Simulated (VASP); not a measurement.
Crystal: HfN.

```
Hf N
1.0
     3.36622    0.00000    0.00000
    -1.68311    2.91523    0.00000
     0.00000    0.00000    4.69169
Hf N
2 2
Direct
  0.00000 0.00000 0.00000
  0.00000 0.00000 0.50000
  0.33333 0.66667 0.25000
  0.66667 0.33333 0.75000
```

```yaml
Program: VASP 6.6.1
Task: relaxation of cell and atoms
Functional: PBEsol
Potentials_or_basis: VASP PAW PBE potentials, release 64 (Hf_pv, N)
Cutoff: 600 eV
k_mesh: 10 × 10 × 8
Occupations: gaussian, width 0.05 eV
Spin: no spin polarisation
```

At the start: pressure 22.9 GPa; volume 11.51 Å³/atom.

How do energy, volume and symmetry change on relaxing?

Over 9 steps the energy falls by 684.3 meV/atom and the volume is 11.76 Å³/atom (+2.2 %); space group P6_3/mmc (No. 194, to 0.1 Å) before and after.

Step by step:
```
step  energy change (eV)  largest force (eV/Å)  pressure (GPa)  volume (Å³)
   1              0.0000                0.0000           22.93        46.04
   2             -1.2510                0.0000          -32.18        55.18
   3             -2.4200                0.0000          -18.29        51.38
   4             -2.4204                0.0000          -17.53        51.24
   5             -2.4088                0.0000           23.78        43.46
   6             -2.7365                0.0000           -0.88        47.21
   7             -2.7366                0.0000           -0.47        47.13
   8             -2.7370                0.0000            0.38        47.01
   9             -2.7371                0.0000            0.08        47.05
```

Final structure:
```
CELL_PARAMETERS angstrom
3.11759 0.00000 0.00000
-1.55879 2.69991 0.00000
0.00000 0.00000 5.59032
ATOMIC_POSITIONS crystal
Hf 0.00000 0.00000 0.00000
Hf 0.00000 0.00000 0.50000
N 0.33333 0.66667 0.25000
N 0.66667 0.33333 0.75000
```

Caveat: a cell axis changed by over 15 % at a fixed basis, so the end point is rough; the PAW data sets were made with another functional, which shifts forces and pressure a little.
